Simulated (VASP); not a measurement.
# Mg in VASP: settings compared

Mg is run at these levels: PBE+D3(BJ), RPBE+D3(BJ), revPBE+D4; tasks: single point.

Program: VASP 6.6.1. These are calculated values, not measurements. Logs are shortened: lines on timing, memory, paths and dates and some standing lists are left out, and cuts for length are marked.

### 1 The cell of the first run

The typed cell holds 2 atoms: a = 3.209 Å, b = 3.209 Å, c = 5.210 Å, α = 90.00°, β = 90.00°, γ = 120.00°.

### 2 Single point, PBE+D3(BJ) (atoms moved at random)

The input, INCAR:

```
PREC     = Accurate       # precision mode
ENCUT    = 520            # plane-wave cutoff, eV
EDIFF    = 1E-6           # SCF threshold, eV
ISMEAR   = 1              # smearing method
SIGMA    = 0.1            # smearing width, eV
LREAL    = F              # projectors in reciprocal space
LASPH    = T              # aspherical terms in the spheres
NELM     = 100            # most SCF steps
ALGO     = Normal         # electronic algorithm
ISIF     = 2              # what is computed and relaxed
LWAVE    = F              # write WAVECAR
LCHARG   = T              # write CHGCAR
GGA      = PE             # functional
IVDW     = 12             # dispersion correction
LELF     = T              # ELF
LVHAR    = T            
NBANDS   = 9              # bands
```

The input, KPOINTS:

```
regular mesh
0
Gamma
  7 7 4
```

The input, POSCAR:

```
Mg
1.0
    3.2093000000      0.0000000000      0.0000000000
   -1.6046500000      2.7793353284      0.0000000000
    0.0000000000      0.0000000000      5.2103000000
Mg
2
Direct
    0.6763310000      0.3514870000      0.7584570000
    0.3380850000      0.6711090000      0.2494850000
```

Potentials or basis: VASP PAW PBE potentials, release 64 (Mg).

The run is started by

```bash
cat potpaw_PBE.64/Mg/POTCAR > POTCAR
mpirun -np 1 vasp_std > vasp.out
```

OUTCAR:

```text
PREC = Accurate
   ENCUT = 520
   EDIFF = 1E-6
   ISMEAR = 1
   LREAL = F
   LASPH = T
   NELM = 100
   ISIF = 2
   GGA = PE
   IVDW = 12
 IVDW          = 12

 ion  position               nearest neighbor table
   1  0.676  0.351  0.758-   2 3.14   2 3.15   2 3.18   2 3.22   2 3.23   2 3.26
   2  0.338  0.671  0.249-   1 3.14   1 3.15   1 3.18   1 3.22   1 3.23   1 3.26

  LATTYP: Found a hexagonal cell.
 ALAT       =     3.2093000000
 C/A-ratio  =     1.6235004518

  Lattice vectors:

 A1 = (   3.2093000000,   0.0000000000,   0.0000000000)
 A2 = (  -1.6046500000,   2.7793353284,   0.0000000000)
 A3 = (   0.0000000000,   0.0000000000,   5.2103000000)

Analysis of symmetry for initial positions (statically):
=====================================================================
 Subroutine PRICEL returns:
 Original cell was already a primitive cell.

 Routine SETGRP: Setting up the symmetry group for a
 hexagonal supercell.

 Subroutine GETGRP returns: Found  2 space group operations
 (whereof  1 operations were pure point group operations)
 out of a pool of 24 trial point group operations.

The static configuration has the point symmetry C_1 .
 The point group associated with its full space group is S_2 .

Analysis of symmetry for dynamics (positions and initial velocities):
=====================================================================
 Subroutine PRICEL returns:
 Original cell was already a primitive cell.

 Routine SETGRP: Setting up the symmetry group for a
 hexagonal supercell.

 Subroutine GETGRP returns: Found  2 space group operations
 (whereof  1 operations were pure point group operations)
 out of a pool of 24 trial point group operations.

The dynamic configuration has the point symmetry C_1 .
 The point group associated with its full space group is S_2 .

 Subroutine INISYM returns: Found  2 space group operations
 (whereof  1 operations are pure point group operations),
 and found     1 'primitive' translations

----------------------------------------------------------------------------------------

                                     Primitive cell

  volume of cell :      46.4744

  direct lattice vectors                    reciprocal lattice vectors
     3.209300000  0.000000000  0.000000000     0.311594429  0.179899127  0.000000000
    -1.604650000  2.779335328  0.000000000     0.000000000  0.359798255  0.000000000
     0.000000000  0.000000000  5.210300000     0.000000000  0.000000000  0.191927528

  length of vectors
     3.209300000  3.209300000  5.210300000     0.359798255  0.359798255  0.191927528

  position of ions in fractional coordinates (direct lattice)
     0.676331000  0.351487000  0.758457000
     0.338085000  0.671109000  0.249485000

  ion indices of the primitive-cell ions
   primitive index   ion index
                 1           1
                 2           2

----------------------------------------------------------------------------------------

 KPOINTS: regular mesh

Automatic generation of k-mesh.
 Grid dimensions read from file:
 generate k-points for:    7    7    4

 Generating k-lattice:

  Cartesian coordinates                     Fractional coordinates (reciprocal lattice)
     0.044513490  0.025699875  0.000000000     0.142857143 -0.000000000  0.000000000
     0.000000000  0.051399751  0.000000000     0.000000000  0.142857143  0.000000000
     0.000000000  0.000000000  0.047981882     0.000000000  0.000000000  0.250000000

  Length of vectors
     0.051399751  0.051399751  0.047981882

  Shift w.r.t. Gamma in fractional coordinates (k-lattice)
     0.000000000  0.000000000  0.000000000

 Subroutine IBZKPT returns following result:
 ===========================================

 Found     99 irreducible k-points:

 Following reciprocal coordinates:
            Coordinates               Weight
  0.000000  0.000000  0.000000      1.000000
  0.142857  0.000000  0.000000      2.000000
  0.000000  0.142857  0.000000      2.000000
 -0.142857  0.142857  0.000000      2.000000
  0.285714  0.000000  0.000000      2.000000
  0.000000  0.285714  0.000000      2.000000
[... 16 lines left out ...]
  0.285714  0.285714  0.000000      2.000000
 -0.285714 -0.428571  0.000000      2.000000
 [... further k-points ...]
   k-points           NKPTS =     99   k-points in BZ     NKDIM =     99   number of bands    NBANDS=      9
   number of dos      NEDOS =    301   number of ions     NIONS =      2
   total plane-waves  NPLWV =  23040
   dimension x,y,z NGX =    24 NGY =   24 NGZ =   40
   dimension x,y,z NGXF=    48 NGYF=   48 NGZF=   80
   ions per type =               2
   NGX,Y,Z   is equivalent  to a cutoff of  12.43, 12.43, 12.76 a.u.
   NGXF,Y,Z  is equivalent  to a cutoff of  24.86, 24.86, 25.53 a.u.
 SYSTEM =  unknown system
   PREC   = accura    normal or accurate (medium, high low for compatibility)
   ISTART =      0    job   : 0-new  1-cont  2-samecut
   ICHARG =      2    charge: 1-file 2-atom 10-const
   ISPIN  =      1    spin polarized calculation?
   LNONCOLLINEAR =      F non collinear calculations
   LSORBIT =      F    spin-orbit coupling
   LASPH  =      T    aspherical Exc in radial PAW
   ENCUT  =  520.0 eV  38.22 Ry    6.18 a.u.   5.97  5.97  9.69*2*pi/ulx,y,z
   NELM   =    100;   NELMIN=  2; NELMDL= -5     # of ELM steps
   EDIFF  = 0.1E-05   stopping-criterion for ELM
   LREAL  =      F    real-space projection
   EDIFFG = 0.1E-04   stopping-criterion for IOM
   NSW    =      0    number of steps for IOM
   IBRION =     -1    ionic relax: 0-MD 1-quasi-New 2-CG
   NFREE  =      0    steps in history (QN), initial steepest desc. (CG)
   ISIF   =      2    stress and relaxation
   ISYM   =      2    0-nonsym 1-usesym 2-fastsym
   POTIM  = 0.5000    time-step for ionic-motion
   TEBEG  =    0.0;   TEEND  =   0.0 temperature during run
   PSTRESS=    0.0 pullay stress
   NELECT =       4.0000    total number of electrons
   NUPDOWN=      -1.0000    fix difference up-down
   EMIN   =  10.00;   EMAX   =-10.00  energy-range for DOS
   EFERMI =   0.00;   METHOD = LEGACY
   ISMEAR =     1;   SIGMA  =   0.10  broadening in eV -4-tet -1-fermi 0-gaus
   EFERMI_NEDOS =   21; number of points for ismear=-14 and -15
   IALGO  =     38    algorithm
   IMIX   =      4    mixing-type and parameters
     AMIX     =   0.40;   BMIX     =  1.00
     AMIX_MAG =   1.60;   BMIX_MAG =  1.00
  volume/ion in A,a.u.               =      23.24       156.81
  Fermi-wavevector in a.u.,A,eV,Ry     =   0.722809  1.365911  7.108401  0.522453
  Thomas-Fermi vector in A             =   1.812866
   LORBIT       =      0    0 simple, 1 ext, 2 COOP (PROOUT), +10 PAW based schemes
   GGA     = PE    functional components
   LHFCALC =     F    Hartree Fock is set to
   AEXX    =    0.0000 exact exchange contribution
   IVDW    =    12    specifies the selected vdW correction
   LEPSILON=     F    determine dielectric tensor
   LRPA    =     F    only Hartree local field effects (RPA)
 non-spin polarized calculation
 Methfessel and Paxton  Order N= 1 SIGMA  =   0.10
  energy-cutoff  :      520.00
  volume of cell :       46.47
 maximum number of plane-waves:      1268
   NGX = 11   NGY = 11   NGZ = 19

 number of electron       4.0000000 magnetization

 Free energy of the ion-electron system (eV)
  ---------------------------------------------------
  ext. energy  EPLUGINS =         0.00000000
  ---------------------------------------------------
  free energy    TOTEN  =        -3.02825794 eV

  energy without entropy =       -3.02774798  energy(sigma->0) =       -3.02808796

 E-fermi :   2.5323     XC(G=0):  -8.4530

 val. band max:        2.4573678942   @ k =   0.1429   0.1429   0.0000
 cond. band min:       2.5354935348   @ k =   0.0000  -0.4286   0.2500
 fundamental gap:      0.0781256406
 Fermi energy:         2.5322899108

 k-point     1 :       0.0000    0.0000    0.0000
  band No.  band energies     occupation
      1      -4.3112      2.00000
      2       0.9107      2.00000
      3       1.3254      2.00000
      4      13.4334      0.00000
      5      13.4395      0.00000
      6      13.5149      0.00000
      7      13.5273      0.00000
      8      14.3367      0.00000
      9      15.8535      0.00000

 k-point     2 :       0.1429    0.0000    0.0000
  band No.  band energies     occupation
      1      -3.9133      2.00000
      2       1.2753      2.00000
      3       1.7108      2.00000
      4       9.3640      0.00000
      5      11.4712      0.00000
      6      12.1833      0.00000
      7      14.0611      0.00000
      8      14.6720      0.00000
      9      15.7941      0.00000

 k-point     3 :       0.0000    0.1429    0.0000
  band No.  band energies     occupation
      1      -3.9133      2.00000
      2       1.2754      2.00000
      3       1.7112      2.00000
      4       9.3519      0.00000
      5      11.4703      0.00000
      6      12.1899      0.00000
      7      14.0814      0.00000
      8      14.7031      0.00000
      9      15.8083      0.00000

 k-point     4 :      -0.1429    0.1429    0.0000
  band No.  band energies     occupation
      1      -3.9133      2.00000
      2       1.2753      2.00000
      3       1.7108      2.00000
      4       9.3664      0.00000
      5      11.4712      0.00000
      6      12.1822      0.00000
      7      14.0572      0.00000
      8      14.6661      0.00000
      9      15.7915      0.00000
[... 205 lines left out ...]
 k-point    22 :       0.4286    0.4286    0.0000
  band No.  band energies     occupation
      1       0.7271      2.00000
      2       0.7314      2.00000
      3       5.4688      0.00000
      4       5.4961      0.00000
      5       5.8561      0.00000
      6       6.0868      0.00000
      7       7.5896      0.00000
      8      10.8833      0.00000
      9      11.7939      0.00000

 k-point    23 :       0.2857    0.2857    0.0000
  band No.  band energies     occupation
      1       0.3550      2.00000
      2       2.9026     -0.00000
      3       2.9604     -0.00000
      4       5.2849      0.00000
      5       6.1232      0.00000
      6       7.6524      0.00000
      7       8.2047      0.00000
      8       8.6430      0.00000
      9       9.3741      0.00000

 k-point    24 :      -0.2857   -0.4286    0.0000
  band No.  band energies     occupation
      1       0.3549      2.00000
      2       2.9024     -0.00000
      3       2.9603     -0.00000
      4       5.2855      0.00000
      5       6.1279      0.00000
      6       7.6457      0.00000
      7       8.2109      0.00000
      8       8.6283      0.00000
      9       9.3846      0.00000

 [... further k-points ...]

------------------------ aborting loop because EDIFF is reached ----------------------------------------

 Edisp (eV)   -0.56013

 E8    (eV) :    -0.2457

  FORCE on cell =-STRESS in cart. coord.  units (eV):
  Direction    XX          YY          ZZ          XY          YZ          ZX
  --------------------------------------------------------------------------------------
  -------------------------------------------------------------------------------------
  Total      -0.95712    -0.96952    -0.05022    -0.00106     0.00642    -0.00119
  in kB     -32.99611   -33.42369    -1.73145    -0.03652     0.22122    -0.04090
  external pressure =      -22.72 kB  Pullay stress =        0.00 kB

 VOLUME and BASIS-vectors are now :
 -----------------------------------------------------------------------------
  energy-cutoff  :      520.00
  volume of cell :       46.47
      direct lattice vectors                 reciprocal lattice vectors
     3.209300000  0.000000000  0.000000000     0.311594429  0.179899127  0.000000000
    -1.604650000  2.779335328  0.000000000     0.000000000  0.359798255  0.000000000
     0.000000000  0.000000000  5.210300000     0.000000000  0.000000000  0.191927528

 POSITION                                       TOTAL-FORCE (eV/Angst)
 -----------------------------------------------------------------------------------
      1.60654      0.97690      3.95179         0.004234     -0.022822     -0.157604
      0.00812      1.86524      1.29989        -0.004234      0.022822      0.157604
 -----------------------------------------------------------------------------------
    total drift:                                0.000000      0.000000     -0.000002

  FREE ENERGIE OF THE ION-ELECTRON SYSTEM (eV)
  ---------------------------------------------------
  free  energy   TOTEN  =        -3.5883843391 eV

  energy  without entropy=       -3.5878743774  energy(sigma->0) =       -3.58821435
```

Wall time 24 s (1 thread of AMD EPYC 7R43 (Zen 3), shared host); peak memory 0.16 GiB.

What came out:

* Free energy: -3.5884 eV
* Pressure: -2.3 GPa
* Largest force: 0.159 eV/Å
* Band gap on the k mesh: zero (band 2 reaches 3.36 eV, above the bottom of band 3 at 1.33 eV)
* Dispersion energy per atom: -0.280 eV

Forces on the atoms (eV/Å):
```
Mg   0.004 -0.023 -0.158
Mg  -0.004  0.023  0.158
```

Caveat: the cell differs from its parent crystal (atoms moved at random); three body term missing; pairwise dispersion overbinds metals, which lowers pressure and volume.

### 3 Single point, RPBE+D3(BJ)

This run uses another cell than the first one, of 23.70 Å³/atom, 1.020 times its volume.

The input, INCAR:

```
SYSTEM = Mg
ALGO = Normal
EDIFF = 1E-7
ENCUT = 520
GGA = RP
ISIF = 2
ISMEAR = -1
IVDW = 12
LASPH = .TRUE.
LCHARG = .TRUE.
LELF = .TRUE.
LREAL = .FALSE.
LVHAR = .TRUE.
LWAVE = .FALSE.
NBANDS = 9
NELM = 80
PREC = Accurate
SIGMA = 0.05
```

The input, KPOINTS:

```
k-points
0
G
  10 10 5
  0 0 0
```

The input, POSCAR:

```
Mg
1.0
    3.2305542618      0.0000000000      0.0000000000
   -1.6152771309      2.7977420591      0.0000000000
    0.0000000000      0.0000000000      5.2448063036
Mg
2
Direct
    0.6666666667      0.3333333333      0.7500000000
    0.3333333333      0.6666666667      0.2500000000
```

Potentials or basis: VASP PAW PBE potentials, release 64 (Mg).

The run is started by

```bash
cat potpaw_PBE.64/Mg/POTCAR > POTCAR
mpirun -np 1 vasp_std > vasp.out
```

Wall time 7.6 s (1 thread of Intel Xeon 6975P-C, shared host); peak memory 0.17 GiB.

The run converged. Its results:

```
Free energy                : -5.1006 eV
Pressure                   : -13.3 GPa
Band gap on the k mesh     : zero (band 2 reaches 3.22 eV, above the bottom of band 3 at 1.36 eV)
Dispersion energy per atom : -1.212 eV
```

Stress tensor (GPa, compression positive):
```
-13.66   0.00   0.00
  0.00 -13.66   0.00
  0.00   0.00 -12.58
```

Levels at points of the mesh, in eV from the Fermi level:
```csv
k point,band 1,band 2,band 3,band 4,band 5,band 6
"(0.00, 0.00, 0.00)",-6.82,-1.68,-1.24,10.74,10.74,10.83
"(0.50, 0.00, 0.00)",-2.13,-2.12,2.58,2.95,3.19,3.60
```

Caveat: the PAW data sets were made with another functional, which shifts forces and pressure a little; pairwise dispersion overbinds metals, which lowers pressure and volume.

### 4 Single point, RPBE+D3(BJ)

This run uses another cell than the first one, of 24.17 Å³/atom, 1.040 times its volume.

The input, INCAR:

```
SYSTEM = Mg
PREC     = Accurate       ! precision mode
ENCUT    = 520            ! plane-wave cutoff, eV
EDIFF    = 1E-6           ! SCF threshold, eV
ISMEAR   = -1             ! smearing method
SIGMA    = 0.05           ! smearing width, eV
LREAL    = .False.        ! projectors in reciprocal space
LASPH    = .True.         ! aspherical terms in the spheres
NELM     = 80             ! most SCF steps
ALGO     = Normal         ! electronic algorithm
ISIF     = 2              ! what is computed and relaxed
LWAVE    = .False.        ! write WAVECAR
LCHARG   = .False.        ! write CHGCAR
GGA      = RP             ! functional
IVDW     = 12             ! dispersion correction
NBANDS   = 9              ! bands
```

The input, KPOINTS:

```
Automatic mesh
0
Gamma
  10 10 5
  0 0 0
```

The input, POSCAR:

```
Mg
1.0
    3.2515324747      0.0000000000      0.0000000000
   -1.6257662373      2.8159097243      0.0000000000
    0.0000000000      0.0000000000      5.2788644417
Mg
2
Direct
    0.6666666667      0.3333333333      0.7500000000
    0.3333333333      0.6666666667      0.2500000000
```

The run is started by

```bash
cat potpaw_PBE.64/Mg/POTCAR > POTCAR
mpirun -np 1 vasp_std > vasp.out
```

Wall time 6.2 s (1 thread of Intel Xeon 6975P-C, shared host); peak memory 0.17 GiB.

The run converged. Its results:

```
Free energy                : -5.0230 eV
Pressure                   : -13.4 GPa
Band gap on the k mesh     : zero (band 2 reaches 3.13 eV, above the bottom of band 3 at 1.26 eV)
Dispersion energy per atom : -1.174 eV
```

Stress tensor (GPa, compression positive):
```
-13.81   0.00   0.00
  0.00 -13.81   0.00
  0.00   0.00 -12.71
```

Levels at points of the mesh, in eV from the Fermi level:
| k point | band 1 | band 2 | band 3 | band 4 | band 5 |
| --- | --- | --- | --- | --- | --- |
| (0.00, 0.00, 0.00) | -6.74 | -1.65 | -1.24 | 10.63 | 10.63 |
| (0.50, 0.00, 0.00) | -2.10 | -2.10 | 2.56 | 2.94 | 3.13 |

Caveat: the PAW data sets were made with another functional, which shifts forces and pressure a little; pairwise dispersion overbinds metals, which lowers pressure and volume.

### 5 Single point, revPBE+D4

The input, INCAR:

```
  ALGO = Normal
  EDIFF = 1E-7
  ENCUT = 520
  GGA = RE
  ISIF = 2
  ISMEAR = -1
  IVDW = 13
  LASPH = T
  LCHARG = T
  LELF = T
  LREAL = F
  LVHAR = T
  LWAVE = F
  NBANDS = 9
  NELM = 100
  PREC = Accurate
  SIGMA = 0.05
```

The input, KPOINTS:

```
k-points
0
Gamma
  10 10 5
```

The input, POSCAR:

```
Mg
1.0
    3.2093000000      0.0000000000      0.0000000000
   -1.6046500000      2.7793353284      0.0000000000
    0.0000000000      0.0000000000      5.2103000000
Mg
2
Direct
    0.6666666667      0.3333333333      0.7500000000
    0.3333333333      0.6666666667      0.2500000000
```

The run is started by

```bash
cat potpaw_PBE.64/Mg/POTCAR > POTCAR
mpirun -np 1 vasp_std > vasp.out
```

Wall time 7.9 s (1 thread of Intel Xeon 6975P-C, shared host); peak memory 0.16 GiB.

The run converged. Its results:

- Free energy: -3.2514 eV
- Pressure: 12.6 GPa
- Band gap on the k mesh: zero (band 2 reaches 3.30 eV, above the bottom of band 3 at 1.44 eV)
- Dispersion energy per atom: -0.268 eV

Stress tensor (GPa, compression positive):
```
12.34  0.00  0.00
 0.00 12.34  0.00
 0.00  0.00 13.12
```

Levels at points of the mesh, in eV from the Fermi level:
```
           k point  band 1  band 2  band 3  band 4  band 5  band 6
(0.00, 0.00, 0.00)   -6.91   -1.71   -1.25   10.85   10.85   10.98
(0.50, 0.00, 0.00)   -2.16   -2.14    2.61    2.96    3.24    3.65
```

Caveat: the PAW data sets were made with another functional, which shifts forces and pressure a little; pairwise dispersion overbinds metals, which lowers pressure and volume.

[end of part 1 of 2]
